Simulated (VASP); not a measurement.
The system is Ge.

```
Ge
1.0
     1.39715   -2.60052    0.00000
     1.39715    2.60052    0.00000
     0.00000    0.00000    2.69823
Ge
1
Cartesian
  1.3971 0.0000 0.0000
```

* Program: VASP 6.6.1
* Task: relaxation of cell and atoms
* Functional: PBE
* Dispersion: D4
* Potentials or basis: VASP PAW PBE potentials, release 64 (Ge_d)
* Cutoff: 600 eV
* k mesh: 11 × 11 × 10
* Occupations: fermi-dirac, width 0.05 eV
* Spin: no spin polarisation

At the start: pressure -3.6 GPa; volume 19.61 Å³/atom.

Q: How do energy, volume and symmetry change on relaxing?

A: Over 14 steps the energy falls by 16.5 meV/atom and the volume is 18.58 Å³/atom (-5.3 %); space group Cmmm (No. 65, to 0.05 Å).

Step by step:
| step | energy change (eV) | largest force (eV/Å) | pressure (GPa) | volume (Å³) |
| --- | --- | --- | --- | --- |
| 1 | 0.0000 | 0.0000 | -3.55 | 19.61 |
| 2 | -0.0139 | 0.0000 | 0.80 | 18.40 |
| 3 | -0.0141 | 0.0000 | 0.28 | 18.51 |
| 4 | -0.0141 | 0.0000 | 0.56 | 18.48 |
| 5 | -0.0158 | 0.0000 | 0.23 | 18.51 |
| 6 | -0.0163 | 0.0000 | 0.34 | 18.53 |
| 7 | -0.0164 | 0.0000 | -0.02 | 18.56 |
| 8 | -0.0164 | 0.0000 | 0.01 | 18.55 |
| 9 | -0.0164 | 0.0000 | 0.15 | 18.55 |
| 10 | -0.0165 | 0.0000 | -0.18 | 18.61 |
| 11 | -0.0165 | 0.0000 | -0.10 | 18.59 |
| 12 | -0.0165 | 0.0000 | 0.13 | 18.56 |
| 13 | -0.0165 | 0.0000 | -0.04 | 18.58 |
| 14 | -0.0165 | 0.0000 | 0.01 | 18.58 |

Final structure:
```cif
data_structure
_symmetry_space_group_name_H-M 'P 1'
_symmetry_Int_Tables_number 1
_cell_length_a 2.8409
_cell_length_b 2.8409
_cell_length_c 2.6786
_cell_angle_alpha 90.000
_cell_angle_beta 90.000
_cell_angle_gamma 120.769
_cell_volume 18.58
loop_
_atom_site_label
_atom_site_type_symbol
_atom_site_fract_x
_atom_site_fract_y
_atom_site_fract_z
_atom_site_occupancy
Ge1 Ge 0.50000 0.50000 0.00000 1
```

Caveat: pairwise dispersion overbinds metals, which lowers pressure and volume.
